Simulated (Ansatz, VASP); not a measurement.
# Al3N in VASP and in Ansatz

```
Al N
1.0
     3.03467    0.00000    0.00000
    -1.51733    2.62810    0.00000
     0.00000    0.00000   14.33020
Al N
6 2
Direct
  0.33333 0.66667 0.18397
  0.00000 0.00000 0.00240
  0.00000 0.00000 0.36277
  0.33333 0.66667 0.51442
  0.66667 0.33333 0.67533
  0.33333 0.66667 0.83155
  0.00000 0.00000 0.22855
  0.33333 0.66667 0.05102
```

Alike in both runs: functional PBE; k mesh 12 × 12 × 2; occupations gaussian, width 0.1 eV; no spin polarisation.

Ansatz relaxed the structure, and its values are those at the end. VASP's run is a single point on that final structure, the one shown.

|  | VASP | Ansatz |
| --- | --- | --- |
| version | VASP 6.6.1 | Ansatz 0.2.0 |
| potentials or method | VASP PAW PBE potentials, release 64 (Al, N), cutoff 520 eV | scalar-relativistic, plane waves, PAW |
| valence electrons in the cell | 28 | 28 |

Ansatz gave:

```
gap on the k mesh at the Fermi level (eV) : none
pressure (GPa)                            : 0.0
rms of the force components (eV/Å)        : 0.002
```

Which values does VASP return?

gap on the k mesh at the Fermi level (eV): none; pressure (GPa): -0.1; rms of the force components (eV/Å): 0.004.

A gap of «none» marks a metal or a gap that the smearing closes.
